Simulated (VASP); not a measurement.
# ZrAgAu: single point with PBEsol

The system is ZrAgAu.

```
CELL_PARAMETERS angstrom
-1.76600 1.76600 4.38981
1.76600 -1.76600 4.38981
1.76600 1.76600 -4.38981
ATOMIC_POSITIONS crystal
Zr 0.00227 0.00227 0.00000
Ag 0.32879 0.32879 0.00000
Au 0.66894 0.66894 0.00000
```

- Program: VASP 6.6.1
- Task: single point
- Functional: PBEsol
- Potentials or basis: VASP PAW PBE potentials, release 64 (Zr_sv, Ag, Au)
- Cutoff: 520 eV
- k mesh: 16 × 16 × 16
- Occupations: gaussian, width 0.1 eV
- Spin: no spin polarisation

```
Pressure               : 0.0 GPa
Largest force          : 0.004 eV/Å
Band gap on the k mesh : zero (bands 17 and 18 overlap by 1.15 eV)
```

Forces in eV/Å, atoms in the order of the input:
```
Zr   0.000  0.000  0.001
Ag   0.000  0.000 -0.004
Au   0.000  0.000  0.003
```

Stress tensor (GPa, compression positive):
```
-0.06  0.00  0.00
 0.00 -0.06  0.00
 0.00  0.00  0.07
```

Levels at points of the mesh, in eV from the Fermi level:
```tsv
k point	band 14	band 15	band 16	band 17	band 18	band 19	band 20	band 21
(0.00, 0.00, 0.00)	-4.90	-4.01	-2.02	-0.13	0.45	0.45	2.10	2.67
(0.50, 0.00, 0.00)	-3.98	-3.70	-2.79	-0.27	0.22	0.78	1.38	2.54
(0.50, 0.50, 0.00)	-4.03	-3.28	-2.36	-1.00	0.63	1.03	1.91	3.49
(0.50, 0.50, 0.50)	-4.66	-4.31	-3.72	-0.18	2.01	2.01	2.05	2.74
```

Run time: 14 min on 1 thread of AMD EPYC 9R45 96-Core Processor (Zen 5), on a shared host, peak memory 0.63 GiB.

Caveat: the PAW data sets were made with another functional, which shifts forces and pressure a little; spin-orbit coupling is left out, which moves the levels of the heavy elements.
